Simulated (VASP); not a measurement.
Runs of VASP 6.6.1 on BeS. The structure is that of space group P6_3/mmc (No. 194), or close to it. The cells are those of the table. 

```tsv
task	level	potentials or basis	cell	k mesh	cutoff (eV)	smearing	gap on the mesh (eV)	pressure (GPa)	relaxed volume (Å³/atom)
single point	PBE	VASP PAW PBE potentials, release 64 (Be, S)	a = 3.462, b = 3.462, c = 6.992 Å, angles 90.0, 90.0, 120.0°, 4 atoms	12 × 12 × 4	520	fermi-dirac 0.02 eV	(b)	0.5	-
single point	LDA	VASP PAW LDA potentials, release 64 (Be, S)	a = 3.462, b = 3.462, c = 6.992 Å, angles 90.0, 90.0, 120.0°, 4 atoms	12 × 12 × 4	520	gaussian 0.01 eV	(c)	(a)	-
relaxation of cell and atoms	LDA	VASP PAW LDA potentials, release 64 (Be, S)	relaxed from a = 3.460, b = 3.460, c = 7.704 Å, angles 90.0, 90.0, 120.0°, 4 atoms	12 × 12 × 4	600	fermi-dirac 0.02 eV	3.28	0.0	15.60
relaxation of cell and atoms	PBEsol	VASP PAW PBE potentials, release 64 (Be, S)	relaxed from a = 3.460, b = 3.460, c = 7.704 Å, angles 90.0, 90.0, 120.0°, 4 atoms	12 × 12 × 4	600	fermi-dirac 0.02 eV	3.44	0.0	16.19
relaxation of cell and atoms	PBE	VASP PAW PBE potentials, release 64 (Be, S)	relaxed from a = 3.321, b = 3.321, c = 4.151 Å, angles 90.0, 90.0, 120.0°, 4 atoms	12 × 12 × 6	600	fermi-dirac 0.02 eV	3.80	0.0	17.72
```

Alike in all rows: no spin polarisation.

**Question.** Fill in the values left out.

**Answer.** (a) -2.9; (b) 3.94; (c) 3.70.

Caveats: the volume moved by over 15 % at a fixed basis, so the end points are rough (some runs); the PAW data sets were made with another functional, which shifts forces and pressure a little (some runs).

A k mesh can miss the band edges.
